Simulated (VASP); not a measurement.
# ZrB2 (P6/mmm) in VASP: a series of runs

The runs below take ZrB2 through single point, with PBEsol.

All numbers are computed with VASP 6.6.1; they aren't measurements. Logs are shortened: lines on timing, memory, paths and dates and some standing lists are left out, and cuts for length are marked.

## (1) The cell of the first run

The structure is hexagonal, space group P6/mmm (No. 191). The conventional cell has a = 3.092 Å, b = 3.092 Å, c = 3.624 Å, α = 90.00°, β = 90.00°, γ = 120.00°. Zr (site symmetry 6/mmm) has 12 B at 2.54 Å and 6 Zr at 3.09 Å within 3.4 Å. Within 2.4 Å of B (site symmetry -6m2) lie 3 B at 1.78 Å.

## (2) Single point, PBEsol

INCAR reads:

```
PREC     = Accurate       # precision mode
ENCUT    = 520            # plane-wave cutoff, eV
EDIFF    = 1E-7           # SCF threshold, eV
ISMEAR   = 0              # smearing method
SIGMA    = 0.15           # smearing width, eV
LREAL    = F              # projectors in reciprocal space
LASPH    = T              # aspherical terms in the spheres
NELM     = 100            # most SCF steps
ALGO     = Normal         # electronic algorithm
ISIF     = 2              # what is computed and relaxed
LWAVE    = F              # write WAVECAR
LCHARG   = T              # write CHGCAR
GGA      = PS             # functional
LELF     = T              # ELF
LVHAR    = T            
NBANDS   = 16             # bands
```

KPOINTS reads:

```
regular mesh
0
Gamma
  15 15 12
```

POSCAR reads:

```
ZrB2
1.0
    3.0917000000      0.0000000000      0.0000000000
   -1.5458500000      2.6774907409      0.0000000000
    0.0000000000      0.0000000000      3.6236000000
Zr B
1 2
Direct
    0.0000000000      0.0000000000      0.0000000000
    0.3333333333      0.6666666667      0.5000000000
    0.6666666667      0.3333333333      0.5000000000
```

Potentials or basis: VASP PAW PBE potentials, release 64 (Zr_sv, B).

The run is started by

```
$ cat potpaw_PBE.64/Zr_sv/POTCAR potpaw_PBE.64/B/POTCAR > POTCAR
$ mpirun -np 1 vasp_std > vasp.out
```

OUTCAR:

```text
PREC = Accurate
   ENCUT = 520
   EDIFF = 1E-7
   ISMEAR = 0
   LREAL = F
   LASPH = T
   NELM = 100
   ISIF = 2
   GGA = PS

 ion  position               nearest neighbor table
   1  0.000  0.000  0.000-   2 2.54   3 2.54   2 2.54   3 2.54   3 2.54   3 2.54   2 2.54   2 2.54
                             3 2.54   3 2.54   2 2.54   2 2.54
   2  0.333  0.667  0.500-   3 1.78   3 1.78   3 1.78   1 2.54   1 2.54   1 2.54   1 2.54   1 2.54
                             1 2.54
   3  0.667  0.333  0.500-   2 1.78   2 1.78   2 1.78   1 2.54   1 2.54   1 2.54   1 2.54   1 2.54
                             1 2.54

  LATTYP: Found a hexagonal cell.
 ALAT       =     3.0917000000
 C/A-ratio  =     1.1720412718

  Lattice vectors:

 A1 = (   3.0917000000,   0.0000000000,   0.0000000000)
 A2 = (  -1.5458500000,   2.6774907409,   0.0000000000)
 A3 = (   0.0000000000,   0.0000000000,   3.6236000000)

Analysis of symmetry for initial positions (statically):
=====================================================================
 Subroutine PRICEL returns:
 Original cell was already a primitive cell.

 Routine SETGRP: Setting up the symmetry group for a
 hexagonal supercell.

 Subroutine GETGRP returns: Found 24 space group operations
 (whereof 24 operations were pure point group operations)
 out of a pool of 24 trial point group operations.

The static configuration has the point symmetry D_6h.

Analysis of symmetry for dynamics (positions and initial velocities):
=====================================================================
 Subroutine PRICEL returns:
 Original cell was already a primitive cell.

 Routine SETGRP: Setting up the symmetry group for a
 hexagonal supercell.

 Subroutine GETGRP returns: Found 24 space group operations
 (whereof 24 operations were pure point group operations)
 out of a pool of 24 trial point group operations.

The dynamic configuration has the point symmetry D_6h.

 Subroutine INISYM returns: Found 24 space group operations
 (whereof 24 operations are pure point group operations),
 and found     1 'primitive' translations

----------------------------------------------------------------------------------------

                                     Primitive cell

  volume of cell :      29.9962

  direct lattice vectors                    reciprocal lattice vectors
     3.091700000  0.000000000  0.000000000     0.323446647  0.186742009  0.000000000
    -1.545850000  2.677490741  0.000000000     0.000000000  0.373484018  0.000000000
     0.000000000  0.000000000  3.623600000     0.000000000  0.000000000  0.275968650

  length of vectors
     3.091700000  3.091700000  3.623600000     0.373484018  0.373484018  0.275968650

  position of ions in fractional coordinates (direct lattice)
     0.000000000  0.000000000  0.000000000
     0.333333333  0.666666667  0.500000000
     0.666666667  0.333333333  0.500000000

  ion indices of the primitive-cell ions
   primitive index   ion index
                 1           1
                 2           2
                 3           3

----------------------------------------------------------------------------------------

 KPOINTS: regular mesh

Automatic generation of k-mesh.
 Grid dimensions read from file:
 generate k-points for:   15   15   12

 Generating k-lattice:

  Cartesian coordinates                     Fractional coordinates (reciprocal lattice)
     0.021563110  0.012449467  0.000000000     0.066666667  0.000000000  0.000000000
     0.000000000  0.024898935  0.000000000     0.000000000  0.066666667  0.000000000
     0.000000000  0.000000000  0.022997387     0.000000000  0.000000000  0.083333333

  Length of vectors
     0.024898935  0.024898935  0.022997387

  Shift w.r.t. Gamma in fractional coordinates (k-lattice)
     0.000000000  0.000000000  0.000000000

 Subroutine IBZKPT returns following result:
 ===========================================

 Found    189 irreducible k-points:

 Following reciprocal coordinates:
            Coordinates               Weight
  0.000000  0.000000  0.000000      1.000000
  0.066667 -0.000000  0.000000      6.000000
  0.133333  0.000000  0.000000      6.000000
  0.200000 -0.000000  0.000000      6.000000
  0.266667  0.000000  0.000000      6.000000
  0.333333 -0.000000  0.000000      6.000000
[... 16 lines left out ...]
  0.333333  0.200000  0.000000     12.000000
  0.400000  0.200000  0.000000      6.000000
 [... further k-points ...]
   k-points           NKPTS =    189   k-points in BZ     NKDIM =    189   number of bands    NBANDS=     16
   number of dos      NEDOS =    301   number of ions     NIONS =      3
   total plane-waves  NPLWV =  16128
   dimension x,y,z NGX =    24 NGY =   24 NGZ =   28
   dimension x,y,z NGXF=    48 NGYF=   48 NGZF=   56
   ions per type =               1   2
   NGX,Y,Z   is equivalent  to a cutoff of  12.91, 12.91, 12.85 a.u.
   NGXF,Y,Z  is equivalent  to a cutoff of  25.81, 25.81, 25.69 a.u.
 SYSTEM =  unknown system
   PREC   = accura    normal or accurate (medium, high low for compatibility)
   ISTART =      0    job   : 0-new  1-cont  2-samecut
   ICHARG =      2    charge: 1-file 2-atom 10-const
   ISPIN  =      1    spin polarized calculation?
   LNONCOLLINEAR =      F non collinear calculations
   LSORBIT =      F    spin-orbit coupling
   LASPH  =      T    aspherical Exc in radial PAW
   ENCUT  =  520.0 eV  38.22 Ry    6.18 a.u.   5.75  5.75  6.74*2*pi/ulx,y,z
   NELM   =    100;   NELMIN=  2; NELMDL= -5     # of ELM steps
   EDIFF  = 0.1E-06   stopping-criterion for ELM
   LREAL  =      F    real-space projection
   EDIFFG = 0.1E-05   stopping-criterion for IOM
   NSW    =      0    number of steps for IOM
   IBRION =     -1    ionic relax: 0-MD 1-quasi-New 2-CG
   NFREE  =      0    steps in history (QN), initial steepest desc. (CG)
   ISIF   =      2    stress and relaxation
   ISYM   =      2    0-nonsym 1-usesym 2-fastsym
   POTIM  = 0.5000    time-step for ionic-motion
   TEBEG  =    0.0;   TEEND  =   0.0 temperature during run
   PSTRESS=    0.0 pullay stress
   NELECT =      18.0000    total number of electrons
   NUPDOWN=      -1.0000    fix difference up-down
   EMIN   =  10.00;   EMAX   =-10.00  energy-range for DOS
   EFERMI =   0.00;   METHOD = LEGACY
   ISMEAR =     0;   SIGMA  =   0.15  broadening in eV -4-tet -1-fermi 0-gaus
   EFERMI_NEDOS =   21; number of points for ismear=-14 and -15
   IALGO  =     38    algorithm
   IMIX   =      4    mixing-type and parameters
     AMIX     =   0.40;   BMIX     =  1.00
     AMIX_MAG =   1.60;   BMIX_MAG =  1.00
  volume/ion in A,a.u.               =      10.00        67.47
  Fermi-wavevector in a.u.,A,eV,Ry     =   1.380841  2.609412 25.942542  1.906723
  Thomas-Fermi vector in A             =   2.505681
   LORBIT       =      0    0 simple, 1 ext, 2 COOP (PROOUT), +10 PAW based schemes
   GGA     = PS    functional components
   LHFCALC =     F    Hartree Fock is set to
   AEXX    =    0.0000 exact exchange contribution
   IVDW    =     0    specifies the selected vdW correction
   LEPSILON=     F    determine dielectric tensor
   LRPA    =     F    only Hartree local field effects (RPA)
 non-spin polarized calculation
 Gauss-broadening in eV      SIGMA  =   0.15
  energy-cutoff  :      520.00
  volume of cell :       30.00
 maximum number of plane-waves:       821
 NGX is ok and might be reduce to    24
   NGX = 11   NGY = 11   NGZ = 13

 number of electron      18.0000000 magnetization

 Free energy of the ion-electron system (eV)
  ---------------------------------------------------
  ext. energy  EPLUGINS =         0.00000000
  ---------------------------------------------------
  free energy    TOTEN  =       -26.33862563 eV

  energy without entropy =      -26.33641764  energy(sigma->0) =      -26.33752164

 E-fermi :  10.6381     XC(G=0): -12.6468

 val. band max:       10.6295442613   @ k =   0.0667   0.0667   0.5000
 cond. band min:      10.7405147008   @ k =   0.0667   0.0667   0.4167
 fundamental gap:      0.1109704395
 Fermi energy:        10.6380637634

 k-point     1 :       0.0000    0.0000    0.0000
  band No.  band energies     occupation
      1     -37.8228      2.00000
      2     -16.0930      2.00000
      3     -15.3735      2.00000
      4     -15.3735      2.00000
      5      -2.1806      2.00000
      6       7.8643      2.00000
[... 8 lines left out ...]
     15      16.3147      0.00000
     16      16.5023      0.00000

 k-point     2 :       0.0667   -0.0000    0.0000
  band No.  band energies     occupation
      1     -37.8162      2.00000
      2     -16.0835      2.00000
      3     -15.4279      2.00000
      4     -15.3851      2.00000
      5      -2.0881      2.00000
      6       7.9012      2.00000
[... 8 lines left out ...]
     15      16.8637      0.00000
     16      16.8976      0.00000

 k-point     3 :       0.1333    0.0000    0.0000
  band No.  band energies     occupation
      1     -37.7974      2.00000
      2     -16.0566      2.00000
      3     -15.5791      2.00000
      4     -15.4179      2.00000
      5      -1.8183      2.00000
      6       7.3960      2.00000
[... 8 lines left out ...]
     15      17.9183      0.00000
     16      18.0224      0.00000

 k-point     4 :       0.2000   -0.0000    0.0000
  band No.  band energies     occupation
      1     -37.7695      2.00000
      2     -16.0167      2.00000
      3     -15.7954      2.00000
      4     -15.4658      2.00000
      5      -1.3901      2.00000
      6       6.4713      2.00000
[... 8 lines left out ...]
     15      17.7930      0.00000
     16      19.3149      0.00000

 k-point     5 :       0.2667    0.0000    0.0000
  band No.  band energies     occupation
      1     -37.7373      2.00000
      2     -16.0352      2.00000
      3     -15.9704      2.00000
      4     -15.5201      2.00000
      5      -0.8270      2.00000
      6       5.4655      2.00000
[... 8 lines left out ...]
     15      18.2906      0.00000
     16      20.8085      0.00000

 k-point     6 :       0.3333   -0.0000    0.0000
  band No.  band energies     occupation
      1     -37.7062      2.00000
      2     -16.2569      2.00000
      3     -15.9257      2.00000
      4     -15.5714      2.00000
      5      -0.1512      2.00000
      6       4.4439      2.00000
[... 8 lines left out ...]
     15      19.1917      0.00000
     16      21.0123      0.00000
[... 267 lines left out ...]
 k-point    21 :       0.2000    0.2000    0.0000
  band No.  band energies     occupation
      1     -37.6987      2.00000
      2     -16.2055      2.00000
      3     -15.9151      2.00000
      4     -15.7000      2.00000
      5       0.0191      2.00000
      6       4.8532      2.00000
[... 8 lines left out ...]
     15      18.1767      0.00000
     16      20.5013      0.00000

 k-point    22 :       0.2667    0.2000    0.0000
  band No.  band energies     occupation
      1     -37.6757      2.00000
      2     -16.3080      2.00000
      3     -15.8819      2.00000
      4     -15.8008      2.00000
      5       0.7364      2.00000
      6       4.1671      2.00000
[... 8 lines left out ...]
     15      18.7800      0.00000
     16      21.0715      0.00000

 k-point    23 :       0.3333    0.2000    0.0000
  band No.  band energies     occupation
      1     -37.6599      2.00000
      2     -16.3719      2.00000
      3     -15.8738      2.00000
      4     -15.8593      2.00000
      5       1.5438      2.00000
      6       3.3295      2.00000
[... 8 lines left out ...]
     15      19.8665      0.00000
     16      21.0044      0.00000

 k-point    24 :       0.4000    0.2000    0.0000
  band No.  band energies     occupation
      1     -37.6544      2.00000
      2     -16.3935      2.00000
      3     -15.9005      2.00000
      4     -15.8513      2.00000
      5       2.3267      2.00000
      6       2.5236      2.00000
[... 8 lines left out ...]
     15      20.5615      0.00000
     16      20.7860      0.00000

 [... further k-points ...]

------------------------ aborting loop because EDIFF is reached ----------------------------------------

  FORCE on cell =-STRESS in cart. coord.  units (eV):
  Direction    XX          YY          ZZ          XY          YZ          ZX
  --------------------------------------------------------------------------------------
  -------------------------------------------------------------------------------------
  Total        1.8004601      1.8004601     -1.7677699      0.0000000     -0.0000000      0.0000000
  in kB       96.1675384     96.1675384    -94.4214649      0.0000000     -0.0000000      0.0000000
  external PRESSURE =      32.6378706 kB  Pullay stress =       0.0000000 kB

 VOLUME and BASIS-vectors are now :
 -----------------------------------------------------------------------------
  energy-cutoff  :      520.00
  volume of cell :       30.00
      direct lattice vectors                 reciprocal lattice vectors
     3.091700000  0.000000000  0.000000000     0.323446647  0.186742009  0.000000000
    -1.545850000  2.677490741  0.000000000     0.000000000  0.373484018  0.000000000
     0.000000000  0.000000000  3.623600000     0.000000000  0.000000000  0.275968650

 POSITION                                       TOTAL-FORCE (eV/Angst)
 -----------------------------------------------------------------------------------
      0.00000      0.00000      0.00000        -0.000000      0.000000     -0.000000
     -0.00000      1.78499      1.81180        -0.000000      0.000000      0.000000
      1.54585      0.89250      1.81180         0.000000      0.000000     -0.000000
 -----------------------------------------------------------------------------------
    total drift:                               -0.000000      0.000000      0.000000

  FREE ENERGIE OF THE ION-ELECTRON SYSTEM (eV)
  ---------------------------------------------------
  free  energy   TOTEN  =       -26.3386256318 eV

  energy  without entropy=      -26.3364176429  energy(sigma->0) =      -26.33752164
```

Run time: 43 s. Hardware: 1 thread of AMD EPYC 9R45 (Zen 5), shared host; peak memory 0.18 GiB.

Results:

```yaml
Free_energy: -26.3386 eV
Pressure: 3.3 GPa
Band_gap_on_the_k_mesh: zero (bands 9 and 10 overlap by 1.14 eV)
```

Stress tensor (GPa, compression positive):
```
 9.62  0.00  0.00
 0.00  9.62  0.00
 0.00  0.00 -9.44
```

Caveat: the cell stands under pressure; the PAW data sets were made with another functional, which shifts forces and pressure a little.

## (3) Single point, PBEsol

This run uses another cell than the first one, of 10.04 Å³/atom.

INCAR reads:

```
PREC = Accurate
ENCUT = 520
EDIFF = 1E-7
ISMEAR = 0
SIGMA = 0.15
LREAL = F
LASPH = T
NELM = 80
ALGO = Normal
ISIF = 2
LWAVE = F
LCHARG = F
GGA = PS
NBANDS = 16
```

KPOINTS is that of step 2.

POSCAR reads:

```
ZrB2
1.0
    3.1233000000      0.0000000000      0.0000000000
   -1.5616500000      2.7048571436      0.0000000000
    0.0000000000      0.0000000000      3.5652000000
Zr B
1 2
Direct
    0.0000000000      0.0000000000      0.0000000000
    0.3333333333      0.6666666667      0.5000000000
    0.6666666667      0.3333333333      0.5000000000
```

Potentials or basis: VASP PAW PBE potentials, release 64 (Zr_sv, B).

The run is started by

```
$ cat potpaw_PBE.64/Zr_sv/POTCAR potpaw_PBE.64/B/POTCAR > POTCAR
$ mpirun -np 1 vasp_std > vasp.out
```

Wall time 42 s (1 thread of AMD EPYC 9R45 (Zen 5), shared host); peak memory 0.18 GiB.

The run converged. Its results:

```yaml
Free_energy: -26.3875 eV
Pressure: 1.7 GPa
Band_gap_on_the_k_mesh: zero (bands 9 and 10 overlap by 0.92 eV)
```

Stress tensor (GPa, compression positive):
```
 4.79  0.00  0.00
 0.00  4.79  0.00
 0.00  0.00 -4.60
```

Levels at points of the mesh, in eV from the Fermi level:
```csv
k point,band 5,band 6,band 7,band 8,band 9,band 10,band 11,band 12,band 13,band 14
"(0.00, 0.00, 0.00)",-12.79,-2.70,-2.46,-2.46,-2.46,3.54,3.54,4.14,4.14,5.43
"(0.00, 0.00, 0.50)",-10.73,-7.00,-0.80,-0.80,0.58,0.58,0.83,0.83,1.51,5.40
```

Caveat: the PAW data sets were made with another functional, which shifts forces and pressure a little.

## (4) Single point, PBEsol

This run uses another cell than the first one, of 10.08 Å³/atom.

INCAR reads:

```
SYSTEM = ZrB2
PREC = Accurate
ENCUT = 520
EDIFF = 1E-6
ISMEAR = 0
SIGMA = 0.15
LREAL = .False.
LASPH = .True.
NELM = 80
ALGO = Normal
ISIF = 2
LWAVE = .False.
LCHARG = .False.
GGA = PS
NBANDS = 16
```

KPOINTS reads:

```
Automatic mesh
0
Gamma
  15 15 12
  0 0 0
```

POSCAR reads:

```
ZrB2
1.0
    3.1548382285      0.0000000000      0.0000000000
   -1.5774191143      2.7321700507      0.0000000000
    0.0000000000      0.0000000000      3.5067416443
Zr B
1 2
Direct
    0.0000000000      0.0000000000      0.0000000000
    0.3333333333      0.6666666667      0.5000000000
    0.6666666667      0.3333333333      0.5000000000
```

The run is started by

```
$ cat potpaw_PBE.64/Zr_sv/POTCAR potpaw_PBE.64/B/POTCAR > POTCAR
$ mpirun -np 1 vasp_std > vasp.out
```

Run time: 39 s. Hardware: 1 thread of AMD EPYC 9R45 (Zen 5), shared host; peak memory 0.18 GiB.

It converged, with:

| Property | Result |
| --- | --- |
| Free energy | -26.4037 eV |
| Pressure | 0.3 GPa |
| Band gap on the k mesh | zero (bands 9 and 10 overlap by 0.99 eV) |

Levels at points of the mesh, in eV from the Fermi level:
| k point | band 5 | band 6 | band 7 | band 8 | band 9 | band 10 | band 11 | band 12 | band 13 | band 14 |
| --- | --- | --- | --- | --- | --- | --- | --- | --- | --- | --- |
| (0.00, 0.00, 0.00) | -12.76 | -2.66 | -2.66 | -2.64 | -2.28 | 3.49 | 3.49 | 4.32 | 4.32 | 5.00 |
| (0.00, 0.00, 0.50) | -10.62 | -7.00 | -0.94 | -0.94 | 0.31 | 0.31 | 0.80 | 0.80 | 1.92 | 5.09 |

Caveat: the PAW data sets were made with another functional, which shifts forces and pressure a little.

## (5) Single point, PBEsol

This run uses another cell than the first one, of 10.15 Å³/atom.

INCAR reads:

```
SYSTEM = ZrB2
  ALGO = Normal
  EDIFF = 1E-6
  ENCUT = 520
  GGA = PS
  ISIF = 2
  ISMEAR = 0
  LASPH = .True.
  LCHARG = .False.
  LREAL = .False.
  LWAVE = .False.
  NBANDS = 16
  NELM = 100
  PREC = Accurate
  SIGMA = 0.15
```

KPOINTS reads:

```
k-points
0
Gamma
  15 15 12
  0 0 0
```

POSCAR reads:

```
ZrB2
1.0
    3.2495000000      0.0000000000      0.0000000000
   -1.6247500000      2.8141495496      0.0000000000
    0.0000000000      0.0000000000      3.3314000000
Zr B
1 2
Direct
    0.0000000000      0.0000000000      0.0000000000
    0.3333333333      0.6666666667      0.5000000000
    0.6666666667      0.3333333333      0.5000000000
```

The run is started by

```
$ cat potpaw_PBE.64/Zr_sv/POTCAR potpaw_PBE.64/B/POTCAR > POTCAR
$ mpirun -np 1 vasp_std > vasp.out
```

It took 38 s on 1 thread of AMD EPYC 9R45 (Zen 5), shared host; peak memory 0.18 GiB.

Results (log left out):

```yaml
Free_energy: -26.2635 eV
Pressure: -2.1 GPa
Band_gap_on_the_k_mesh: zero (bands 9 and 10 overlap by 1.15 eV)
```

Stress tensor (GPa, compression positive):
```
-11.02   0.00   0.00
  0.00 -11.02   0.00
  0.00   0.00  15.70
```

Levels at points of the mesh, in eV from the Fermi level:
```tsv
k point	band 7	band 8	band 9	band 10	band 11	band 12
(0.00, 0.00, 0.00)	-3.19	-2.43	-1.60	3.47	3.47	3.81
(0.00, 0.00, 0.50)	-1.24	-1.24	-0.42	-0.42	0.76	0.76
```

Caveat: the PAW data sets were made with another functional, which shifts forces and pressure a little.

## (6) Summary

| cell | gap on the mesh (eV) | pressure (GPa) |
| --- | --- | --- |
| a = 3.092, b = 3.092, c = 3.624 Å, angles 90.0, 90.0, 120.0°, 3 atoms | none | 3.3 |
| a = 3.123, b = 3.123, c = 3.565 Å, angles 90.0, 90.0, 120.0°, 3 atoms | none | 1.7 |
| a = 3.155, b = 3.155, c = 3.507 Å, angles 90.0, 90.0, 120.0°, 3 atoms | none | 0.3 |
| a = 3.249, b = 3.250, c = 3.331 Å, angles 90.0, 90.0, 120.0°, 3 atoms | none | -2.1 |

Alike in all rows: task single point; level PBEsol; potentials or basis VASP PAW PBE potentials, release 64 (Zr_sv, B); no spin polarisation; k mesh 15 × 15 × 12; cutoff (eV) 520; smearing gaussian 0.15 eV.

Caveats: the PAW data sets were made with another functional, which shifts forces and pressure a little; the cell stands under pressure (at least some runs).

Total energies depend on the potentials used, so only differences within one code and one set of settings carry meaning.
